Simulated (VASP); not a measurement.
# Ta4N3 (Cm) in VASP: single point with PBEsol

Aim: the single point of Ta4N3 with PBEsol.

Everything below comes from runs of VASP 6.6.1. Logs are shortened: lines on timing, memory, paths and dates and some standing lists are left out, and cuts for length are marked.

## Step 1: The cell of the first run

It takes space group Cm (No. 8, monoclinic). The conventional cell has a = 6.162 Å, b = 6.162 Å, c = 8.789 Å, α = 90.00°, β = 103.51°, γ = 90.00°. Within 2.8 Å of Ta (site symmetry 1) lie 4 N at 2.14 to 2.18 Å. Within 2.8 Å of Ta (site symmetry 1) lie 4 N at 2.14 to 2.37 Å and 2 Ta at 2.61 to 2.76 Å. Within 2.9 Å of Ta (site symmetry m) lie 6 N at 2.18 to 2.29 Å and 2 Ta at 2.61 Å. Within 3.2 Å of Ta (site symmetry m) lie 5 N at 2.18 to 2.23 Å and 12 Ta at 2.99 to 3.12 Å. Ta (site symmetry m) has 5 N at 2.18 to 3.03 Å and 10 Ta at 2.76 to 3.09 Å within 3.1 Å. Ta (site symmetry m) has 5 N at 2.18 to 2.23 Å and 12 Ta at 2.99 to 3.12 Å within 3.2 Å. N (site symmetry 1) has 6 Ta at 2.14 to 2.18 Å within 2.8 Å. N (site symmetry 1) has 6 Ta at 2.14 to 2.37 Å and 1 N at 2.68 Å within 2.8 Å.

## Step 2: Single point, PBEsol

INCAR reads:

```
  ALGO = Fast
  EDIFF = 1E-6
  ENCUT = 520
  GGA = PS
  ISIF = 2
  ISMEAR = 0
  LASPH = T
  LCHARG = F
  LREAL = F
  LWAVE = F
  NBANDS = 72
  NELM = 60
  PREC = Accurate
  SIGMA = 0.15
```

KPOINTS reads:

```
k-points
0
Gamma
  9 9 5
```

POSCAR reads:

```
Ta4N3
1.0
   -4.3571443853      0.0000000000      0.0000000000
    0.0000000000     -4.3571443853      0.0000000000
   -1.4522362236      1.4522362236      8.5453519637
Ta N
8 6
Direct
    0.2934873200      0.2065126800      0.6196000000
   -0.0398626800      0.5398626800      0.1196000000
   -0.2934219030      0.2934219030      0.8803537444
    0.3732280970      0.6267719030      0.3803537444
    0.4601373200      0.0398626800      0.1196000000
   -0.2065126800      0.7065126800      0.6196000000
    0.2137465430      0.7862534570      0.8588462556
    0.8803965430      1.1196034570      0.3588462556
    0.3768123200      1.1231876800      0.3696000000
   -0.2898376800      0.7898376800      0.8696000000
   -0.2065126800      0.2065126800      0.6196000000
    0.4601373200      0.5398626800      0.1196000000
    0.8768123200      0.6231876800      0.3696000000
    0.2101623200      0.2898376800      0.8696000000
```

Potentials or basis: VASP PAW PBE potentials, release 64 (Ta_pv, N).

Command:

```console
$ cat potpaw_PBE.64/Ta_pv/POTCAR potpaw_PBE.64/N/POTCAR > POTCAR
$ mpirun -np 1 vasp_std > vasp.out
```

OUTCAR:

```text
EDIFF = 1E-6
   ENCUT = 520
   GGA = PS
   ISIF = 2
   ISMEAR = 0
   LASPH = T
   LREAL = F
   NELM = 60
   PREC = Accurate

 ion  position               nearest neighbor table
   1  0.293  0.207  0.620-   9 2.14  14 2.14  11 2.18  11 2.18   4 2.99   7 2.99   7 2.99   4 2.99
                             6 3.08   6 3.08   6 3.08   6 3.08   3 3.12   8 3.12   8 3.12   3 3.12
   2  0.960  0.540  0.120-  13 2.14  12 2.18  12 2.18  14 2.37   3 2.61   7 2.76   8 2.99   8 2.99
                             5 3.08   5 3.08   5 3.08   5 3.08   4 3.12   4 3.12
   3  0.707  0.293  0.880-  14 2.18  10 2.18  14 2.18  10 2.18  11 2.23  12 2.29   5 2.61   2 2.61
                             7 3.09   7 3.09   7 3.09   7 3.09   1 3.12   6 3.12   1 3.12   6 3.12
   4  0.373  0.627  0.380-  13 2.18   9 2.18  13 2.18   9 2.18  12 2.23   1 2.99   6 2.99   1 2.99
                             6 2.99   8 3.09   8 3.09   8 3.09   8 3.09   5 3.12   2 3.12   5 3.12
   5  0.460  0.040  0.120-   9 2.14  12 2.18  12 2.18  10 2.37   3 2.61   7 2.76   8 2.99   8 2.99
                             2 3.08   2 3.08   2 3.08   2 3.08   4 3.12   4 3.12
   6  0.793  0.707  0.620-  10 2.14  13 2.14  11 2.18  11 2.18   4 2.99   7 2.99   7 2.99   4 2.99
                             1 3.08   1 3.08   1 3.08   1 3.08   3 3.12   8 3.12   8 3.12   3 3.12
   7  0.214  0.786  0.859-  14 2.18  10 2.18  14 2.18  10 2.18   5 2.76   2 2.76   6 2.99   1 2.99
                             1 2.99   6 2.99   3 3.09   3 3.09   3 3.09   3 3.09
   8  0.880  0.120  0.359-  13 2.18   9 2.18  13 2.18   9 2.18  11 2.23   2 2.99   5 2.99   2 2.99
                             5 2.99   4 3.09   4 3.09   4 3.09   4 3.09   6 3.12   1 3.12   1 3.12
   9  0.377  0.123  0.370-   1 2.14   5 2.14   4 2.18   8 2.18   8 2.18   4 2.18
  10  0.710  0.790  0.870-   6 2.14   7 2.18   3 2.18   3 2.18   7 2.18   5 2.37
  11  0.793  0.207  0.620-   1 2.18   6 2.18   6 2.18   1 2.18   3 2.23   8 2.23
  12  0.460  0.540  0.120-   2 2.18   5 2.18   5 2.18   2 2.18   4 2.23   3 2.29
  13  0.877  0.623  0.370-   2 2.14   6 2.14   4 2.18   8 2.18   8 2.18   4 2.18
  14  0.210  0.290  0.870-   1 2.14   7 2.18   3 2.18   3 2.18   7 2.18   2 2.37

  LATTYP: Found a base centered monoclinic cell.
 ALAT       =     6.1619326829
 B/A-ratio  =     1.0000000000
 C/A-ratio  =     1.4262874190
 COS(beta)  =    -0.2336836149

  Lattice vectors:

 A1 = (   0.0000000000,  -4.3571443853,   0.0000000000)
 A2 = (   4.3571443853,   0.0000000000,   0.0000000000)
 A3 = (  -1.4522362236,   1.4522362236,   8.5453519637)

Analysis of symmetry for initial positions (statically):
=====================================================================
 Subroutine PRICEL returns:
 Original cell was already a primitive cell.

 Routine SETGRP: Setting up the symmetry group for a
 base centered monoclinic supercell.

 Subroutine GETGRP returns: Found  2 space group operations
 (whereof  2 operations were pure point group operations)
 out of a pool of  4 trial point group operations.

The static configuration has the point symmetry C_1h.

Analysis of symmetry for dynamics (positions and initial velocities):
=====================================================================
 Subroutine PRICEL returns:
 Original cell was already a primitive cell.

 Routine SETGRP: Setting up the symmetry group for a
 base centered monoclinic supercell.

 Subroutine GETGRP returns: Found  2 space group operations
 (whereof  2 operations were pure point group operations)
 out of a pool of  4 trial point group operations.

The dynamic configuration has the point symmetry C_1h.

 Subroutine INISYM returns: Found  2 space group operations
 (whereof  2 operations are pure point group operations),
 and found     1 'primitive' translations

----------------------------------------------------------------------------------------

                                     Primitive cell

  volume of cell :     162.2310

  direct lattice vectors                    reciprocal lattice vectors
    -4.357144385  0.000000000  0.000000000    -0.229508116  0.000000000 -0.039003660
     0.000000000 -4.357144385  0.000000000     0.000000000 -0.229508116  0.039003660
    -1.452236224  1.452236224  8.545351964     0.000000000  0.000000000  0.117022681

  length of vectors
     4.357144385  4.357144385  8.788687062     0.232798756  0.232798756  0.117022681

  position of ions in fractional coordinates (direct lattice)
     0.293487320  0.206512680  0.619600000
     0.960137320  0.539862680  0.119600000
     0.706578097  0.293421903  0.880353744
[... 49 lines left out ...]

 Subroutine IBZKPT returns following result:
 ===========================================

 Found    115 irreducible k-points:

 Following reciprocal coordinates:
            Coordinates               Weight
  0.000000  0.000000  0.000000      1.000000
  0.111111  0.000000  0.000000      4.000000
  0.222222  0.000000  0.000000      4.000000
  0.333333  0.000000  0.000000      4.000000
  0.444444  0.000000  0.000000      4.000000
  0.111111  0.111111  0.000000      2.000000
[... 16 lines left out ...]
 -0.333333  0.333333 -0.000000      2.000000
  0.444444  0.444444  0.000000      2.000000
 [... further k-points ...]
   k-points           NKPTS =    115   k-points in BZ     NKDIM =    115   number of bands    NBANDS=     72
   number of dos      NEDOS =    301   number of ions     NIONS =     14
   total plane-waves  NPLWV =  71680
   dimension x,y,z NGX =    32 NGY =   32 NGZ =   70
   dimension x,y,z NGXF=    64 NGYF=   64 NGZF=  140
   ions per type =               8   6
   NGX,Y,Z   is equivalent  to a cutoff of  12.21, 12.21, 13.24 a.u.
   NGXF,Y,Z  is equivalent  to a cutoff of  24.42, 24.42, 26.48 a.u.
 SYSTEM =  unknown system
   PREC   = accura    normal or accurate (medium, high low for compatibility)
   ISTART =      0    job   : 0-new  1-cont  2-samecut
   ICHARG =      2    charge: 1-file 2-atom 10-const
   ISPIN  =      1    spin polarized calculation?
   LNONCOLLINEAR =      F non collinear calculations
   LSORBIT =      F    spin-orbit coupling
   LASPH  =      T    aspherical Exc in radial PAW
   ENCUT  =  520.0 eV  38.22 Ry    6.18 a.u.   8.10  8.10 16.34*2*pi/ulx,y,z
   NELM   =     60;   NELMIN=  2; NELMDL= -5     # of ELM steps
   EDIFF  = 0.1E-05   stopping-criterion for ELM
   LREAL  =      F    real-space projection
   EDIFFG = 0.1E-04   stopping-criterion for IOM
   NSW    =      0    number of steps for IOM
   IBRION =     -1    ionic relax: 0-MD 1-quasi-New 2-CG
   NFREE  =      0    steps in history (QN), initial steepest desc. (CG)
   ISIF   =      2    stress and relaxation
   ISYM   =      2    0-nonsym 1-usesym 2-fastsym
   POTIM  = 0.5000    time-step for ionic-motion
   TEBEG  =    0.0;   TEEND  =   0.0 temperature during run
   PSTRESS=    0.0 pullay stress
   NELECT =     118.0000    total number of electrons
   NUPDOWN=      -1.0000    fix difference up-down
   EMIN   =  10.00;   EMAX   =-10.00  energy-range for DOS
   EFERMI =   0.00;   METHOD = LEGACY
   ISMEAR =     0;   SIGMA  =   0.15  broadening in eV -4-tet -1-fermi 0-gaus
   EFERMI_NEDOS =   21; number of points for ismear=-14 and -15
   IALGO  =     68    algorithm
   IMIX   =      4    mixing-type and parameters
     AMIX     =   0.40;   BMIX     =  1.00
     AMIX_MAG =   1.60;   BMIX_MAG =  1.00
  volume/ion in A,a.u.               =      11.59        78.20
  Fermi-wavevector in a.u.,A,eV,Ry     =   1.472282  2.782209 29.492166  2.167613
  Thomas-Fermi vector in A             =   2.587315
   LORBIT       =      0    0 simple, 1 ext, 2 COOP (PROOUT), +10 PAW based schemes
   GGA     = PS    functional components
   LHFCALC =     F    Hartree Fock is set to
   AEXX    =    0.0000 exact exchange contribution
   IVDW    =     0    specifies the selected vdW correction
   LEPSILON=     F    determine dielectric tensor
   LRPA    =     F    only Hartree local field effects (RPA)
 non-spin polarized calculation
 RMM-DIIS sequential band-by-band and
 Gauss-broadening in eV      SIGMA  =   0.15
  energy-cutoff  :      520.00
  volume of cell :      162.23
 maximum number of plane-waves:      4407
   NGX = 17   NGY = 17   NGZ = 33

 number of electron     118.0000006 magnetization

 Free energy of the ion-electron system (eV)
  ---------------------------------------------------
  ext. energy  EPLUGINS =         0.00000000
  ---------------------------------------------------
  free energy    TOTEN  =      -164.31672654 eV

  energy without entropy =     -164.25331067  energy(sigma->0) =     -164.28501861

 E-fermi :   8.0685     XC(G=0): -13.4275

 val. band max:        8.0655334066   @ k =   0.3333   0.4444   0.4000
 cond. band min:       8.0753612594   @ k =   0.4444   0.1111   0.4000
 fundamental gap:      0.0098278529
 Fermi energy:         8.0684538086

 k-point     1 :       0.0000    0.0000    0.0000
  band No.  band energies     occupation
      1     -27.6423      2.00000
      2     -27.6382      2.00000
      3     -27.5491      2.00000
      4     -27.4935      2.00000
      5     -27.3616      2.00000
      6     -27.2600      2.00000
[... 1765 lines left out ...]
     70      10.8998      0.00000
     71      10.9309      0.00000

 [... further k-points ...]

 [bands above 71 left out]

------------------------ aborting loop because EDIFF is reached ----------------------------------------

  FORCE on cell =-STRESS in cart. coord.  units (eV):
  Direction    XX          YY          ZZ          XY          YZ          ZX
  --------------------------------------------------------------------------------------
  -------------------------------------------------------------------------------------
  Total        2.1416901      2.1416901     10.3311493      1.9214993      6.3942297     -6.3942295
  in kB       21.1511191     21.1511191    102.0294065     18.9765370     63.1487790    -63.1487773
  external PRESSURE =      48.1105483 kB  Pullay stress =       0.0000000 kB

 VOLUME and BASIS-vectors are now :
 -----------------------------------------------------------------------------
  energy-cutoff  :      520.00
  volume of cell :      162.23
      direct lattice vectors                 reciprocal lattice vectors
    -4.357144385  0.000000000  0.000000000    -0.229508116  0.000000000 -0.039003660
     0.000000000 -4.357144385  0.000000000     0.000000000 -0.229508116  0.039003660
    -1.452236224  1.452236224  8.545351964     0.000000000  0.000000000  0.117022681

 POSITION                                       TOTAL-FORCE (eV/Angst)
 -----------------------------------------------------------------------------------
     -2.17857     -0.00000      5.29470         0.095010     -0.357672     -0.199085
     -4.35714     -2.17857      1.02202        -1.504384      1.018443      1.519575
     -4.35714      0.00000      7.52293         0.844868     -0.844868     -1.765621
     -2.17857     -2.17857      3.25026        -0.394639      0.394639     -0.386214
     -2.17857     -0.00000      1.02202        -1.018443      1.504384      1.519575
     -4.35714     -2.17857      5.29470         0.357672     -0.095010     -0.199085
     -2.17857     -2.17857      7.33914         0.591490     -0.591490     -1.812512
     -4.35714     -0.00000      3.06647         0.073589     -0.073589     -0.031795
     -2.17857     -0.00000      3.15836         0.072644     -0.151200     -0.047206
     -4.35714     -2.17857      7.43104         0.573990     -0.947047      0.502433
     -4.35714     -0.00000      5.29470        -0.099774      0.099774     -0.363191
     -2.17857     -2.17857      1.02202        -0.690269      0.690269      0.807899
     -4.35714     -2.17857      3.15836         0.151200     -0.072644     -0.047206
     -2.17857     -0.00000      7.43104         0.947047     -0.573990      0.502433
 -----------------------------------------------------------------------------------
    total drift:                               -0.000142      0.000142     -0.000264

  FREE ENERGIE OF THE ION-ELECTRON SYSTEM (eV)
  ---------------------------------------------------
  free  energy   TOTEN  =      -164.3167265434 eV

  energy  without entropy=     -164.2533106674  energy(sigma->0) =     -164.28501861
```

Wall time 47 min (1 thread of Oxide Virtual Turin-like, shared host); peak memory 0.88 GiB.

What came out:

```
Free energy            : -164.3167 eV
Pressure               : 4.8 GPa
Largest force          : 2.368 eV/Å
Band gap on the k mesh : zero (bands 59 and 60 overlap by 1.40 eV)
```

Forces in eV/Å, atoms in the order of the input:
```
Ta   0.095 -0.358 -0.199
Ta  -1.504  1.018  1.520
Ta   0.845 -0.845 -1.766
Ta  -0.395  0.395 -0.386
Ta  -1.018  1.504  1.520
Ta   0.358 -0.095 -0.199
Ta   0.591 -0.591 -1.813
Ta   0.074 -0.074 -0.032
N    0.073 -0.151 -0.047
N    0.574 -0.947  0.502
N   -0.100  0.100 -0.363
N   -0.690  0.690  0.808
N    0.151 -0.073 -0.047
N    0.947 -0.574  0.502
```

Levels at points of the mesh, in eV from the Fermi level:
| k point | band 57 | band 58 | band 59 | band 60 | band 61 | band 62 | band 63 | band 64 |
| --- | --- | --- | --- | --- | --- | --- | --- | --- |
| (0.00, 0.00, 0.00) | -1.63 | -1.49 | -1.41 | -0.23 | 0.43 | 0.82 | 1.11 | 1.21 |

Caveat: the cell stands under pressure; the PAW data sets were made with another functional, which shifts forces and pressure a little; spin-orbit coupling is left out, which moves the levels of the heavy elements.
